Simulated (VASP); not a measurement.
Input of a VASP 6.6.1 run:

Contents of INCAR:

```
ALGO     = Normal         # electronic algorithm
EDIFF    = 1E-7           # SCF threshold, eV
ENCUT    = 520            # plane-wave cutoff, eV
ISIF     = 2              # what is computed and relaxed
ISMEAR   = -1             # smearing method
LASPH    = T              # aspherical terms in the spheres
LCHARG   = T              # write CHGCAR
LELF     = T              # ELF
LREAL    = F              # projectors in reciprocal space
LVHAR    = T            
LWAVE    = F              # write WAVECAR
NBANDS   = 12             # bands
NELM     = 80             # most SCF steps
PREC     = Accurate       # precision mode
SIGMA    = 0.1            # smearing width, eV
```

Contents of KPOINTS:

```
k-points
0
Gamma
  22 22 22
```

POSCAR

```
Nb
1.0
   -1.5554005972      1.5554005972      1.5554005972
    1.5554005972     -1.5554005972      1.5554005972
    1.5554005972      1.5554005972     -1.5554005972
Nb
1
Direct
    0.0000000000      0.0000000000      0.0000000000
```

Potentials or basis: VASP PAW LDA potentials, release 64 (Nb_sv).

Launch:

```console
$ cat potpaw_LDA.64/Nb_sv/POTCAR > POTCAR
$ mpirun -np 1 vasp_std > vasp.out
```

Q: What does it give for the pressure?

A: 31.0 GPa.
